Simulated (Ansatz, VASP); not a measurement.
Ga3Bi2N3: VASP beside Ansatz

```
Ga Bi N
1.0
     5.28596    0.00000    0.00000
     0.00000    5.28596    0.00000
     0.00000    0.00000    9.81637
Ga Bi N
3 2 3
Direct
  0.50000 0.50000 0.87666
  0.50000 0.50000 0.12334
  0.50000 0.50000 0.50000
  0.50000 0.00000 0.50000
  0.00000 0.50000 0.50000
  0.50000 0.50000 0.29917
  0.50000 0.50000 0.70083
  0.00000 0.00000 0.50000
```

Alike in both runs: functional PBE; k mesh 3 × 3 × 2; occupations gaussian, width 0.15 eV; no spin polarisation.

Ansatz relaxed the structure, and its values are those at the end. VASP's run is a single point on that final structure, the one shown.

|  | VASP | Ansatz |
| --- | --- | --- |
| version | VASP 6.6.1 | Ansatz 0.2.0 |
| potentials or method | VASP PAW PBE potentials, release 64 (Ga_d, Bi_d, N), cutoff 600 eV | scalar-relativistic, plane waves, PAW |
| valence electrons in the cell | 84 | 84 |

|  | VASP | Ansatz | Ansatz less VASP |
| --- | --- | --- | --- |
| gap on the k mesh at the Fermi level (eV) | none | none | - |
| pressure (GPa) | 0.0 | 0.1 | +0.09 |
| rms of the force components (eV/Å) | 0.042 | 0.003 | -0.0398 |

A gap of «none» marks a metal or a gap that the smearing closes.

The k mesh is coarse, so the values compare programs but aren't converged. Neither program's run includes spin-orbit coupling.
